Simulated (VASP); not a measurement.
# Ba8Ti8O23 (a cell with a defect) in VASP: notebook, part 2 of 3

VASP 6.6.1. The steps go on from the part before.

## Step 3: Single point, PBE+D3(BJ)

INCAR

```
PREC     = Accurate       # precision mode
ENCUT    = 520            # plane-wave cutoff, eV
EDIFF    = 1E-6           # SCF threshold, eV
ISMEAR   = 0              # smearing method
SIGMA    = 0.02           # smearing width, eV
LREAL    = Auto         
LASPH    = T              # aspherical terms in the spheres
NELM     = 80             # most SCF steps
ALGO     = Normal         # electronic algorithm
ISIF     = 2              # what is computed and relaxed
LWAVE    = F              # write WAVECAR
LCHARG   = F              # write CHGCAR
GGA      = PE             # functional
IVDW     = 12             # dispersion correction
NELECT   = 312.0        
NBANDS   = 182            # bands
LUSENCCL = F
```

KPOINTS

```
regular mesh
0
Gamma
  2 2 2
```

POSCAR

```
Ba8Ti8O23
1.0
    7.9800000000      0.0000000000      0.0000000000
    0.0000000000      5.6690000000      5.6820000000
    0.0000000000     -5.6690000000      5.6820000000
Ba Ti O
8 8 23
Direct
    0.0052111529     -0.0051439131     -0.0029571077
    0.0073933584     -0.0045722940      0.5018545890
    0.0053111529      0.5059805331     -0.0009254468
    0.0065622807      0.5035920283      0.5004528503
    0.4912827068     -0.0042903120     -0.0022821977
    0.4901283208     -0.0039441251      0.5027510593
    0.4932372180      0.5058008546      0.0004999197
    0.4915557644      0.5054511336      0.5040909290
    0.2590070175      0.2558323209      0.2574096714
    0.2405533835      0.2569324301      0.7542296607
    0.2416290727      0.7554390251      0.2546635797
    0.2421919799      0.7568703929      0.7559361893
    0.7588496241      0.2426036035      0.2283458861
    0.7456715539      0.2600787967      0.7704291230
    0.7443833333      0.7669781335      0.2659389732
    0.7428411028      0.7610494788      0.7577974061
   -0.0054937343      0.2336683048      0.2440055777
    0.2492283208      0.2431162912      0.4894599144
    0.2495645363      0.4885473305      0.2411731904
   -0.0040578947      0.2439422067      0.7343854948
    0.2485874687      0.2422537068      0.9842441813
    0.2517527569      0.4897674661      0.7479609746
   -0.0014343358      0.7396630003      0.2438679747
    0.2518783208      0.7466398448      0.4901632175
    0.2488868421      0.9848200774      0.2417923830
    0.0064553885      0.7450733277      0.7451274819
    0.2523790727      0.7449873023      0.9914716910
    0.2521714286      0.9912368395      0.7447411612
    0.4951152882      0.2340755323      0.2430487198
    0.7460817043      0.4429651117      0.3186167257
    0.5139820802      0.2440423913      0.7326012201
    0.7488269424      0.2600115132      0.9984856709
    0.7540575188      0.4865939368      0.7374018394
    0.5105110276      0.7390356377      0.2444212437
    0.7536053885      0.7483954471      0.4939445740
    0.7474017544      0.9985778890      0.2645678343
    0.5068360902      0.7458337648      0.7456873545
    0.7533869674      0.7428201600      0.9926434092
    0.7535778195      0.9979851440      0.7409715614
```

Potentials or basis: VASP PAW PBE potentials, release 64 (Ba_sv, Ti_sv, O).

Run with:

```
$ cat potpaw_PBE.64/Ba_sv/POTCAR potpaw_PBE.64/Ti_sv/POTCAR potpaw_PBE.64/O/POTCAR > POTCAR
$ mpirun -np 1 vasp_std > vasp.out
```

Run time: 2.1 min. Hardware: 1 × NVIDIA H100 80GB with 1 thread of AMD EPYC 7R13 (Zen 3), shared host; peak memory 1.8 GiB.

Results (log left out):

* Free energy: -331.5835 eV
* Largest force: 0.800 eV/Å
* Dispersion energy per atom: -0.265 eV

Forces in eV/Å, atoms in the order of the input:
```
Ba  -0.066 -0.022  0.007
Ba  -0.041  0.010 -0.035
Ba  -0.065 -0.072 -0.015
Ba   0.010 -0.019 -0.017
Ba   0.080 -0.014  0.002
Ba   0.053  0.004 -0.040
Ba   0.079 -0.070 -0.030
Ba   0.008 -0.028 -0.037
Ti  -0.040 -0.019 -0.054
Ti   0.038 -0.014 -0.060
Ti   0.039 -0.025 -0.066
Ti   0.025 -0.015 -0.033
Ti  -0.066  0.003  0.010
Ti   0.037 -0.039 -0.101
Ti   0.040 -0.067 -0.118
Ti   0.044 -0.004 -0.057
O   -0.002 -0.062  0.098
O   -0.002 -0.026  0.054
O    0.003 -0.015  0.037
O   -0.054 -0.023  0.011
O    0.003 -0.060  0.072
O   -0.004  0.009  0.030
O   -0.021  0.016  0.051
O   -0.003 -0.069  0.016
O    0.006  0.030  0.078
O   -0.023 -0.022 -0.009
O   -0.007 -0.034  0.022
O   -0.010 -0.012  0.027
O    0.089 -0.057  0.093
O    0.002  0.794 -0.098
O   -0.020 -0.021  0.013
O    0.000 -0.052 -0.048
O   -0.005  0.009 -0.016
O   -0.061  0.020  0.052
O   -0.009 -0.044  0.062
O   -0.004  0.030  0.010
O   -0.041 -0.023 -0.009
O   -0.010 -0.033  0.042
O   -0.003  0.036  0.058
```

Levels at points of the mesh, in eV from the Fermi level:
```tsv
k point	band 154	band 155	band 156	band 157	band 158	band 159
(0.00, 0.00, 0.00)	-0.21	-0.13	-0.12	2.10	2.30	2.32
(0.50, 0.00, 0.00)	-0.49	-0.45	-0.21	2.34	2.40	2.52
(0.00, 0.50, 0.00)	-0.53	-0.40	-0.13	2.19	2.30	2.59
(0.00, 0.00, 0.50)	-0.55	-0.18	-0.13	2.25	2.44	2.56
(0.50, 0.50, 0.00)	-0.57	-0.54	-0.44	2.49	2.55	2.79
(0.50, 0.00, 0.50)	-0.56	-0.54	-0.42	2.55	2.67	2.82
(0.00, 0.50, 0.50)	-0.60	-0.56	-0.41	2.50	2.63	2.83
(0.50, 0.50, 0.50)	-0.63	-0.60	-0.50	2.57	2.65	2.91
```

Caveat: the cell carries a net charge on a neutralising background, which shifts energy and pressure; the cell is charged against a uniform background, so pressure and absolute levels hang on convention; spin-orbit coupling is left out, which moves the levels of the heavy elements.

## Step 4: Single point, PBE+D3(BJ)

INCAR

```
SYSTEM = Ba8Ti8O23
PREC = Accurate ; ENCUT = 520
EDIFF = 1E-6 ; ISMEAR = 0
SIGMA = 0.02 ; LREAL = Auto
LASPH = .True. ; NELM = 100
ALGO = Normal ; ISIF = 2
LWAVE = .False. ; LCHARG = .False.
GGA = PE ; IVDW = 12
NBANDS = 182 ; NELECT = 312.0
LUSENCCL = .False.
```

KPOINTS

```
regular mesh
0
Gamma
  2 2 2
  0 0 0
```

POSCAR

```
Ba8Ti8O23
1.0
    7.9800000000      0.0000000000      0.0000000000
    0.0000000000      5.6690000000      5.6820000000
    0.0000000000     -5.6690000000      5.6820000000
Ba Ti O
8 8 23
Direct
    0.0039736842     -0.0045817264     -0.0006787453
    0.0061942356     -0.0051526364      0.5007365857
    0.0037126566      0.5065748997      0.0004856423
    0.0046937343      0.5045255143      0.4991452003
    0.4914783208     -0.0043224751     -0.0008911821
    0.4904759398     -0.0051219392      0.5020870923
    0.4938018797      0.5065000263      0.0007847326
    0.4938120301      0.5054160288      0.5022043513
    0.2570438596      0.2560718526      0.2594154758
    0.2398032581      0.2572772974      0.7550305167
    0.2414096491      0.7566057161      0.2546551075
    0.2410377193      0.7570641263      0.7560078554
    0.7544233083      0.2496011571      0.2272511836
    0.7453061404      0.2574426827      0.7700083909
    0.7429887218      0.7636490206      0.2646897685
    0.7422542607      0.7613116807      0.7570855386
   -0.0085715539      0.2366882069      0.2512433313
    0.2496464912      0.2437193005      0.4897092458
    0.2501298246      0.4875956060      0.2418674352
   -0.0032270677      0.2435588551      0.7341873610
    0.2492423559      0.2426087712      0.9859105881
    0.2522556391      0.4892061894      0.7465034199
    0.0014728070      0.7418520894      0.2437640669
    0.2524449875      0.7450301090      0.4903255756
    0.2496318296      0.9872992716      0.2423821786
    0.0066146617      0.7444374743      0.7450945567
    0.2528112782      0.7445147611      0.9916112508
    0.2524573935      0.9906589504      0.7447887793
    0.5003505013      0.2369912528      0.2502530274
    0.7474225564      0.4668372099      0.2851407908
    0.5143897243      0.2434776119      0.7318944402
    0.7492775689      0.2545566235      0.9981359144
    0.7545037594      0.4841240243      0.7349384537
    0.5086206767      0.7416868960      0.2442340825
    0.7537423559      0.7482045889      0.4938239222
    0.7481528822      0.9981792719      0.2616218544
    0.5079402256      0.7451398280      0.7454471132
    0.7537857143      0.7439390989      0.9910990919
    0.7540510025      0.9986880719      0.7395150256
```

Potentials or basis: VASP PAW PBE potentials, release 64 (Ba_sv, Ti_sv, O).

Run with:

```
$ cat potpaw_PBE.64/Ba_sv/POTCAR potpaw_PBE.64/Ti_sv/POTCAR potpaw_PBE.64/O/POTCAR > POTCAR
$ mpirun -np 1 vasp_std > vasp.out
```

OUTCAR:

```text
SYSTEM = Ba8Ti8O23
   PREC = Accurate
   ENCUT = 520
   EDIFF = 1E-6
   ISMEAR = 0
   LREAL = Auto
   LASPH = .True.
   NELM = 100
   ISIF = 2
   GGA = PE
   IVDW = 12
   NELECT = 312.0
 IVDW          = 12

 ion  position               nearest neighbor table
   1  0.004  0.995  0.999-  25 2.77  21 2.79  17 2.80  23 2.82  27 2.83  38 2.84  28 2.85  26 2.87
                            39 2.89  32 2.91  20 2.91  36 2.93  12 3.33  11 3.38  13 3.39  16 3.42
   2  0.006  0.995  0.501-  20 2.74  28 2.77  39 2.78  18 2.79  17 2.79  26 2.81  24 2.81  36 2.81
                            35 2.83  25 2.84  23 2.90  11 3.33  12 3.37  15 3.39  10 3.48   9 3.48
[... 1681 lines left out ...]
  Total      -7.45361    -4.57860    -3.29383     0.27375    -1.37338    -1.00094
  in kB     -23.22931   -14.26929   -10.26529     0.85315    -4.28016    -3.11944
  external pressure =      -15.92 kB  Pullay stress =        0.00 kB

 VOLUME and BASIS-vectors are now :
 -----------------------------------------------------------------------------
  energy-cutoff  :      520.00
  volume of cell :      514.09
      direct lattice vectors                 reciprocal lattice vectors
     7.980000000  0.000000000  0.000000000     0.125313283  0.000000000 -0.000000000
     0.000000000  5.669000000  5.682000000    -0.000000000  0.088198977  0.087997184
     0.000000000 -5.669000000  5.682000000     0.000000000 -0.088198977  0.087997184

 POSITION                                       TOTAL-FORCE (eV/Angst)
 -----------------------------------------------------------------------------------
      0.03171     -0.02213     11.33411        -0.058670     -0.004858      0.018225
      0.04943      2.80111      8.49791        -0.042005      0.015808     -0.023965
      0.02963      2.86902      2.88112        -0.054362     -0.060847     -0.036302
      0.03746      0.03050      5.70286        -0.013757     -0.016753     -0.039957
      3.92200     -0.01945     11.33438         0.080250      0.004385      0.003611
      3.91400      2.79363      8.50576         0.065586      0.005820     -0.030496
[... 31 lines left out ...]
      6.01521     -1.40115      9.85849        -0.019142     -0.020322      0.045558
      6.01733      1.46925      9.87647        -0.008557      0.023214      0.036456
 -----------------------------------------------------------------------------------
    total drift:                               -0.024489     -0.009140     -0.020170

  FREE ENERGIE OF THE ION-ELECTRON SYSTEM (eV)
  ---------------------------------------------------
  free  energy   TOTEN  =      -331.8554167756 eV

  energy  without entropy=     -331.8554167756  energy(sigma->0) =     -331.85541678
```

OSZICAR:

```text
N       E                     dE             d eps       ncg     rms          rms(c)
DAV:   1     0.435077123993E+04    0.43508E+04   -0.15326E+05  2912   0.186E+03
DAV:   2     0.513475548715E+03   -0.38373E+04   -0.36568E+04  3056   0.547E+02
DAV:   3    -0.336571259812E+03   -0.85005E+03   -0.82814E+03  3584   0.232E+02
[... 11 lines left out ...]
DAV:  15    -0.321512897475E+03   -0.44350E-04   -0.22335E-04  4058   0.685E-02    0.279E-02
DAV:  16    -0.321512923230E+03   -0.25755E-04   -0.12642E-04  3914   0.356E-02    0.201E-02
DAV:  17    -0.321512926475E+03   -0.32444E-05   -0.33674E-05  3916   0.215E-02    0.103E-02
DAV:  18    -0.321512931025E+03   -0.45507E-05   -0.18201E-05  3570   0.155E-02    0.610E-03
DAV:  19    -0.321512932870E+03   -0.18448E-05   -0.37533E-06  2802   0.755E-03    0.610E-03
DAV:  20    -0.321512932602E+03    0.26800E-06   -0.24356E-06  2268   0.580E-03
   1 F= -.33185542E+03 E0= -.33185542E+03  d E =-.647437E-13
```

stdout:

```text
Offloading initialized ...    1 GPUs detected
 POSCAR found type information on POSCAR BaTiO
 POSCAR found :  3 types and      39 ions
 scaLAPACK will be used selectively (only on CPU)
 LDA part: xc-table for (Slater+PW92), standard interpolation
 POSCAR, INCAR and KPOINTS ok, starting setup
 FFT: planning ... GRIDC
 FFT: planning ... GRID_SOFT
 FFT: planning ... GRID
 WAVECAR not read
 entering main loop
 the old and the new charge density differ
 old charge density:   314.00000 new  312.00000
    0.669E+01
```

Wall time 2.5 min (1 × NVIDIA H100 80GB with 1 thread of AMD EPYC 7R13 (Zen 3), shared host); peak memory 1.8 GiB.

Results:

```
Free energy                : -331.8554 eV
Largest force              : 0.531 eV/Å
Dispersion energy per atom : -0.265 eV
```

Forces in eV/Å, atoms in the order of the input:
```
Ba  -0.059 -0.005  0.018
Ba  -0.042  0.016 -0.024
Ba  -0.054 -0.061 -0.036
Ba  -0.014 -0.017 -0.040
Ba   0.080  0.004  0.004
Ba   0.066  0.006 -0.030
Ba   0.073 -0.045 -0.053
Ba   0.042 -0.019 -0.053
Ti  -0.033 -0.016 -0.052
Ti   0.032 -0.012 -0.069
Ti   0.059 -0.007 -0.072
Ti   0.072 -0.016 -0.051
Ti  -0.050 -0.032  0.019
Ti   0.030 -0.031 -0.109
Ti   0.071 -0.043 -0.138
Ti   0.082 -0.002 -0.063
O   -0.014 -0.025  0.104
O    0.000 -0.036  0.057
O   -0.003 -0.001  0.045
O   -0.033 -0.026  0.018
O    0.005 -0.060  0.076
O   -0.007  0.021  0.032
O   -0.016  0.014  0.047
O   -0.012 -0.053  0.025
O    0.001  0.031  0.077
O   -0.059 -0.017  0.005
O   -0.020 -0.033  0.036
O   -0.019 -0.002  0.037
O    0.060 -0.025  0.097
O    0.010  0.527 -0.063
O   -0.039 -0.021  0.016
O   -0.003 -0.045 -0.045
O   -0.006  0.010  0.014
O   -0.080  0.022  0.043
O   -0.017 -0.045  0.033
O    0.000  0.058  0.008
O   -0.075 -0.018  0.005
O   -0.019 -0.020  0.046
O   -0.009  0.023  0.036
```

Caveat: the cell carries a net charge on a neutralising background, which shifts energy and pressure; the cell is charged against a uniform background, so pressure and absolute levels hang on convention; spin-orbit coupling is left out, which moves the levels of the heavy elements.

(Part 2 of 3 ends here.)
